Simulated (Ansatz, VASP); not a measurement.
**Ge in VASP and in Ansatz**

```
Ge
1.0
     0.00000    2.86599    2.86599
     2.86599    0.00000    2.86599
     2.86599    2.86599    0.00000
Ge
2
Direct
  0.50000 0.50000 0.50000
  0.75000 0.75000 0.75000
```

Change from the starting cell: volume scaled by 1.04, PAW files.

Alike in both runs: task electric field gradients; functional PBEsol; k mesh 11 × 11 × 11; occupations fermi-dirac, width 0.05 eV; no spin polarisation.

|  | VASP | Ansatz |
| --- | --- | --- |
| version | VASP 6.6.1 | Ansatz 0.2.0 |
| potentials or method | VASP PAW PBE potentials, release 64 (Ge_d) | PAW with Ansatz's default frozen-core files, scalar-relativistic |
| plane-wave cutoff (eV) | 520 | 420 |
| valence electrons in the cell | 28 | 28 |

VASP gave:

| Property | Result |
| --- | --- |
| pressure (GPa) | -1.9 |

Question: Estimate Ansatz's values.

Answer: Pressure (GPa): -1.8.

VASP's potentials were made for PBE, not for PBEsol. The functional is the same, so the differences come from potentials, cutoffs and numerics.
